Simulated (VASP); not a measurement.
## ZrB2: single point with PBE

The system is ZrB2.

```
CELL_PARAMETERS angstrom
3.10529 0.00000 0.00000
-1.55264 2.68926 0.00000
0.00000 0.00000 3.46088
ATOMIC_POSITIONS crystal
Zr 0.00000 0.00000 0.00000
B 0.66667 0.33333 0.50000
B 0.33333 0.66667 0.50000
```

This cell differs from its parent crystal: volume scaled by 0.94.

* Program: VASP 6.6.1
* Task: single point
* Functional: PBE
* Potentials or basis: VASP PAW PBE potentials, release 64 (Zr_sv, B)
* Cutoff: 520 eV
* k mesh: 10 × 10 × 8
* Occupations: fermi-dirac, width 0.05 eV
* Spin: no spin polarisation

| Quantity | Value |
| --- | --- |
| Pressure | 17.9 GPa |
| Band gap on the k mesh | zero (band 9 reaches 11.84 eV, above the bottom of band 10 at 10.96 eV) |

Levels at points of the mesh, in eV from the Fermi level:
```
           k point  band 6  band 7  band 8  band 9  band 10  band 11  band 12  band 13
(0.00, 0.00, 0.00)   -2.65   -2.65   -2.63   -2.21     3.79     3.79     4.60     4.60
(0.50, 0.00, 0.00)   -8.43   -4.02   -3.02   -2.76     2.45     2.59     5.43     5.54
(0.00, 0.00, 0.50)   -7.02   -0.89   -0.89    0.45     0.45     0.93     0.93     2.09
(0.50, 0.00, 0.50)   -6.95   -4.73   -4.24   -1.75     4.17     4.51     5.85     6.92
```

It took 69 s on 1 thread of AMD EPYC 7R13, on a shared host, peak memory 0.13 GiB.
